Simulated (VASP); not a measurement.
# Ta16S in VASP: single point with PBE

Aim: the single point of Ta16S with PBE.

All numbers are computed with VASP 6.6.1; they aren't measurements. Logs are shortened: lines on timing, memory, paths and dates and some standing lists are left out, and cuts for length are marked.

**1. The cell of the first run**

The cell holds a slab with vacuum, 17 atoms: a = 6.638 Å, b = 6.638 Å, c = 20.300 Å, α = 90.00°, β = 90.00°, γ = 90.00°.

**2. Single point, PBE**

INCAR reads:

```
  ALGO = Normal
  DIPOL = 0.5 0.5 0.328
  EDIFF = 1E-6
  ENCUT = 520
  GGA = PE
  IDIPOL = 3
  ISIF = 2
  ISMEAR = 0
  LASPH = True
  LCHARG = False
  LDIPOL = True
  LREAL = Auto
  LWAVE = False
  NBANDS = 105
  NELM = 80
  PREC = Accurate
  SIGMA = 0.1
```

KPOINTS reads:

```
k-points
0
Gamma
  4 4 1
```

POSCAR reads:

```
Ta16S
1.0
    6.6379342675      0.0000000000      0.0000000000
    0.0000000000      6.6379342675      0.0000000000
    0.0000000000      0.0000000000     20.2996557315
Ta S
16 1
Direct
    0.2500000000      0.2500000000      0.1970476767
    0.2500000000      0.7500000000      0.1970476767
    0.7500000000      0.2500000000      0.1970476767
    0.7500000000      0.7500000000      0.1970476767
    0.0000000000      0.0000000000      0.2787970221
    0.0000000000      0.5000000000      0.2787970221
    0.5000000000      0.0000000000      0.2787970221
    0.5000000000      0.5000000000      0.2787970221
    0.2500000000      0.2500000000      0.3599139031
    0.2500000000      0.7500000000      0.3599139031
    0.7500000000      0.2500000000      0.3599139031
    0.7500000000      0.7500000000      0.3599139031
    0.0000000000      0.0000000000      0.4334879294
    0.0000000000      0.5000000000      0.4334879294
    0.5000000000      0.0000000000      0.4334879294
    0.5000000000      0.5000000000      0.4334879294
    0.1875000000      0.2500000000      0.4941564174
```

Potentials or basis: VASP PAW PBE potentials, release 64 (Ta_pv, S).

On the command line:

```sh
$ cat potpaw_PBE.64/Ta_pv/POTCAR potpaw_PBE.64/S/POTCAR > POTCAR
$ mpirun -np 1 vasp_std > vasp.out
```

OUTCAR:

```text
EDIFF = 1E-6
   ENCUT = 520
   GGA = PE
   ISIF = 2
   ISMEAR = 0
   LASPH = True
   LREAL = Auto
   NELM = 80
   PREC = Accurate

 ion  position               nearest neighbor table
   1  0.250  0.250  0.197-   5 2.87   6 2.87   7 2.87   8 2.87   9 3.31   3 3.32   2 3.32   2 3.32
                             3 3.32
   2  0.250  0.750  0.197-   5 2.87   6 2.87   7 2.87   8 2.87  10 3.31   4 3.32   1 3.32   1 3.32
                             4 3.32
   3  0.750  0.250  0.197-   5 2.87   6 2.87   7 2.87   8 2.87  11 3.31   4 3.32   1 3.32   4 3.32
                             1 3.32
   4  0.750  0.750  0.197-   5 2.87   6 2.87   7 2.87   8 2.87  12 3.31   3 3.32   2 3.32   3 3.32
                             2 3.32
   5  0.000  0.000  0.279-   9 2.87  10 2.87  11 2.87  12 2.87   1 2.87   2 2.87   3 2.87   4 2.87
                            13 3.14   7 3.32   6 3.32   6 3.32   7 3.32
   6  0.000  0.500  0.279-   9 2.87  10 2.87  11 2.87  12 2.87   1 2.87   2 2.87   3 2.87   4 2.87
                            14 3.14   8 3.32   5 3.32   5 3.32   8 3.32
   7  0.500  0.000  0.279-   9 2.87  10 2.87  11 2.87  12 2.87   1 2.87   2 2.87   3 2.87   4 2.87
                            15 3.14   8 3.32   5 3.32   8 3.32   5 3.32
   8  0.500  0.500  0.279-   9 2.87  10 2.87  11 2.87  12 2.87   1 2.87   2 2.87   3 2.87   4 2.87
                            16 3.14   7 3.32   6 3.32   7 3.32   6 3.32
   9  0.250  0.250  0.360-  17 2.76  14 2.78  15 2.78  16 2.78  13 2.78   6 2.87   7 2.87   8 2.87
                             5 2.87   1 3.31  11 3.32  10 3.32  10 3.32  11 3.32
  10  0.250  0.750  0.360-  13 2.78  14 2.78  15 2.78  16 2.78   5 2.87   6 2.87   7 2.87   8 2.87
                             2 3.31   9 3.32  12 3.32   9 3.32  12 3.32
  11  0.750  0.250  0.360-  13 2.78  14 2.78  15 2.78  16 2.78   5 2.87   6 2.87   7 2.87   8 2.87
                             3 3.31   9 3.32  12 3.32  12 3.32   9 3.32
  12  0.750  0.750  0.360-  13 2.78  14 2.78  15 2.78  16 2.78   5 2.87   6 2.87   7 2.87   8 2.87
                             4 3.31  10 3.32  11 3.32  11 3.32  10 3.32
  13  0.000  0.000  0.433-  17 2.41  10 2.78  11 2.78  12 2.78   9 2.78   5 3.14  15 3.32  14 3.32
                            14 3.32  15 3.32
  14  0.000  0.500  0.433-  17 2.41  10 2.78  11 2.78  12 2.78   9 2.78   6 3.14  16 3.32  13 3.32
                            13 3.32  16 3.32
  15  0.500  0.000  0.433-   9 2.78  10 2.78  11 2.78  12 2.78  17 2.93   7 3.14  16 3.32  13 3.32
                            16 3.32  13 3.32
  16  0.500  0.500  0.433-   9 2.78  10 2.78  11 2.78  12 2.78  17 2.93   8 3.14  15 3.32  14 3.32
                            15 3.32  14 3.32
  17  0.188  0.250  0.494-  13 2.41  14 2.41   9 2.76  15 2.93  16 2.93

  LATTYP: Found a simple tetragonal cell.
 ALAT       =     6.6379342675
 C/A-ratio  =     3.0581284649

  Lattice vectors:

 A1 = (   6.6379342675,   0.0000000000,   0.0000000000)
 A2 = (   0.0000000000,   6.6379342675,   0.0000000000)
 A3 = (   0.0000000000,   0.0000000000,  20.2996557315)

Analysis of symmetry for initial positions (statically):
=====================================================================
 Subroutine PRICEL returns:
 Original cell was already a primitive cell.

 Routine SETGRP: Setting up the symmetry group for a
 simple tetragonal supercell.

 Subroutine GETGRP returns: Found  2 space group operations
 (whereof  1 operations were pure point group operations)
 out of a pool of 16 trial point group operations.

The static configuration has the point symmetry C_1 .
 The point group associated with its full space group is C_1h.

Analysis of symmetry for dynamics (positions and initial velocities):
=====================================================================
 Subroutine PRICEL returns:
 Original cell was already a primitive cell.

 Routine SETGRP: Setting up the symmetry group for a
 simple tetragonal supercell.

 Subroutine GETGRP returns: Found  2 space group operations
 (whereof  1 operations were pure point group operations)
 out of a pool of 16 trial point group operations.

The dynamic configuration has the point symmetry C_1 .
 The point group associated with its full space group is C_1h.

 Subroutine INISYM returns: Found  2 space group operations
 (whereof  1 operations are pure point group operations),
 and found     1 'primitive' translations

----------------------------------------------------------------------------------------

                                     Primitive cell

  volume of cell :     894.4469

  direct lattice vectors                    reciprocal lattice vectors
     6.637934268  0.000000000  0.000000000     0.150649277  0.000000000  0.000000000
     0.000000000  6.637934268  0.000000000     0.000000000  0.150649277  0.000000000
     0.000000000  0.000000000 20.299655731     0.000000000  0.000000000  0.049261919

[... 66 lines left out ...]
 Found      9 irreducible k-points:

 Following reciprocal coordinates:
            Coordinates               Weight
  0.000000  0.000000  0.000000      1.000000
  0.250000  0.000000  0.000000      2.000000
  0.000000  0.250000  0.000000      2.000000
  0.500000  0.000000  0.000000      1.000000
  0.000000  0.500000  0.000000      1.000000
  0.250000  0.250000  0.000000      4.000000
  0.500000  0.250000  0.000000      2.000000
 -0.250000  0.500000  0.000000      2.000000
  0.500000  0.500000  0.000000      1.000000
   k-points           NKPTS =      9   k-points in BZ     NKDIM =      9   number of bands    NBANDS=    105
   number of dos      NEDOS =    301   number of ions     NIONS =     17
   total plane-waves  NPLWV = 400000
   dimension x,y,z NGX =    50 NGY =   50 NGZ =  160
   dimension x,y,z NGXF=   100 NGYF=  100 NGZF=  320
   ions per type =              16   1
   NGX,Y,Z   is equivalent  to a cutoff of  12.52, 12.52, 13.10 a.u.
   NGXF,Y,Z  is equivalent  to a cutoff of  25.04, 25.04, 26.21 a.u.
 SYSTEM =  unknown system
   PREC   = accura    normal or accurate (medium, high low for compatibility)
   ISTART =      0    job   : 0-new  1-cont  2-samecut
   ICHARG =      2    charge: 1-file 2-atom 10-const
   ISPIN  =      1    spin polarized calculation?
   LNONCOLLINEAR =      F non collinear calculations
   LSORBIT =      F    spin-orbit coupling
   LASPH  =      T    aspherical Exc in radial PAW
   ENCUT  =  520.0 eV  38.22 Ry    6.18 a.u.  12.34 12.34 37.74*2*pi/ulx,y,z
   NELM   =     80;   NELMIN=  2; NELMDL= -5     # of ELM steps
   EDIFF  = 0.1E-05   stopping-criterion for ELM
   LREAL  =      T    real-space projection
   EDIFFG = 0.1E-04   stopping-criterion for IOM
   NSW    =      0    number of steps for IOM
   IBRION =     -1    ionic relax: 0-MD 1-quasi-New 2-CG
   NFREE  =      0    steps in history (QN), initial steepest desc. (CG)
   ISIF   =      2    stress and relaxation
   ISYM   =      2    0-nonsym 1-usesym 2-fastsym
   POTIM  = 0.5000    time-step for ionic-motion
   TEBEG  =    0.0;   TEEND  =   0.0 temperature during run
   PSTRESS=    0.0 pullay stress
   NELECT =     182.0000    total number of electrons
   NUPDOWN=      -1.0000    fix difference up-down
   EMIN   =  10.00;   EMAX   =-10.00  energy-range for DOS
   EFERMI =   0.00;   METHOD = LEGACY
   ISMEAR =     0;   SIGMA  =   0.10  broadening in eV -4-tet -1-fermi 0-gaus
   EFERMI_NEDOS =   21; number of points for ismear=-14 and -15
   IALGO  =     38    algorithm
   IMIX   =      4    mixing-type and parameters
     AMIX     =   0.40;   BMIX     =  1.00
     AMIX_MAG =   1.60;   BMIX_MAG =  1.00
  volume/ion in A,a.u.               =      52.61       355.06
  Fermi-wavevector in a.u.,A,eV,Ry     =   0.962898  1.819614 12.614957  0.927173
  Thomas-Fermi vector in A             =   2.092397
   LORBIT       =      0    0 simple, 1 ext, 2 COOP (PROOUT), +10 PAW based schemes
   GGA     = PE    functional components
   LHFCALC =     F    Hartree Fock is set to
   AEXX    =    0.0000 exact exchange contribution
   IVDW    =     0    specifies the selected vdW correction
   LEPSILON=     F    determine dielectric tensor
   LRPA    =     F    only Hartree local field effects (RPA)
 non-spin polarized calculation
 Gauss-broadening in eV      SIGMA  =   0.10
  energy-cutoff  :      520.00
  volume of cell :      894.45
 maximum number of plane-waves:     24163
 NGX is ok and might be reduce to    50
   NGX = 25   NGY = 25   NGZ = 75

 dipolmoment           0.000000      0.000000      0.014623 electrons x Angstroem

 number of electron     181.9999955 magnetization

 dipolmoment           0.000000      0.000000     -0.066469 electrons x Angstroem

 Free energy of the ion-electron system (eV)
  ---------------------------------------------------
  ext. energy  EPLUGINS =         0.00000000
  ---------------------------------------------------
  free energy    TOTEN  =      -181.63642039 eV

  energy without entropy =     -181.56909957  energy(sigma->0) =     -181.60275998

 E-fermi :  -0.3231     XC(G=0):  -5.3718

 val. band max:       -0.3420126810   @ k =  -0.2500   0.5000   0.0000
 cond. band min:      -0.3028116458   @ k =   0.2500   0.0000   0.0000
 fundamental gap:      0.0392010352
 Fermi energy:        -0.3230756454

 k-point     1 :       0.0000    0.0000    0.0000
  band No.  band energies     occupation
      1     -35.3634      2.00000
      2     -35.3510      2.00000
      3     -35.3498      2.00000
      4     -35.3385      2.00000
      5     -35.3381      2.00000
      6     -35.3255      2.00000
[... 943 lines left out ...]
    102       0.2537      0.00000
    103       0.2707      0.00000
 [bands above 103 left out]

------------------------ aborting loop because EDIFF is reached ----------------------------------------

 vacuum level on the upper side and lower side of the slab       (xc-potential included)        -0.230        -0.020

  FORCE on cell =-STRESS in cart. coord.  units (eV):
  Direction    XX          YY          ZZ          XY          YZ          ZX
  --------------------------------------------------------------------------------------
  -------------------------------------------------------------------------------------
  Total      -15.2985144    -14.6453799     -4.5588381      0.0000000      0.0000000      2.1807931
  in kB      -27.4034520    -26.2335254     -8.1660152      0.0000000      0.0000000      3.9063440
  external PRESSURE =     -20.6009975 kB  Pullay stress =       0.0000000 kB

 VOLUME and BASIS-vectors are now :
 -----------------------------------------------------------------------------
  energy-cutoff  :      520.00
  volume of cell :      894.45
      direct lattice vectors                 reciprocal lattice vectors
     6.637934268  0.000000000  0.000000000     0.150649277  0.000000000  0.000000000
     0.000000000  6.637934268  0.000000000     0.000000000  0.150649277  0.000000000
     0.000000000  0.000000000 20.299655731     0.000000000  0.000000000  0.049261919

 POSITION                                       TOTAL-FORCE (eV/Angst)
 -----------------------------------------------------------------------------------
      1.65948      1.65948      4.00000        -0.032345      0.000000      0.973140
      1.65948      4.97845      4.00000        -0.009112      0.000000      0.853551
      4.97845      1.65948      4.00000         0.025243      0.000000      0.863435
      4.97845      4.97845      4.00000         0.089386      0.000000      0.772481
      0.00000      0.00000      5.65948         0.046514      0.006883     -0.891196
      0.00000      3.31897      5.65948         0.046514     -0.006883     -0.891196
[... 9 lines left out ...]
      3.31897      3.31897      8.79966         0.040699     -0.050863      0.250797
      1.24461      1.65948     10.03121         1.857541      0.000000      0.018712
 -----------------------------------------------------------------------------------
    total drift:                                0.000825      0.000000      0.006411

  FREE ENERGIE OF THE ION-ELECTRON SYSTEM (eV)
  ---------------------------------------------------
  free  energy   TOTEN  =      -181.6364203854 eV

  energy  without entropy=     -181.5690995660  energy(sigma->0) =     -181.60275998

 vacuum level on the upper side and lower side of the slab         3.338         3.558
```

Wall time 22 min (1 thread of Intel Xeon 6975P-C (Granite Rapids), shared host); peak memory 1.1 GiB.

What came out:

```yaml
Free_energy: -181.6364 eV
Largest_force: 1.858 eV/Å
Band_gap_on_the_k_mesh: zero (band 91 reaches -0.18 eV, above the bottom of band 92 at -0.53 eV)
```

Forces on the atoms (eV/Å):
```
Ta  -0.032  0.000  0.973
Ta  -0.009  0.000  0.854
Ta   0.025  0.000  0.863
Ta   0.089  0.000  0.772
Ta   0.047  0.007 -0.891
Ta   0.047 -0.007 -0.891
Ta   0.031  0.041 -0.764
Ta   0.031 -0.041 -0.764
Ta  -0.006  0.000 -0.633
Ta   0.015  0.000 -0.100
Ta  -0.218  0.000 -0.153
Ta  -0.281  0.000 -0.280
Ta  -0.838 -0.801  0.246
Ta  -0.838  0.801  0.246
Ta   0.041  0.051  0.251
Ta   0.041 -0.051  0.251
S    1.858  0.000  0.019
```

Caveat: spin-orbit coupling is left out, which moves the levels of the heavy elements.
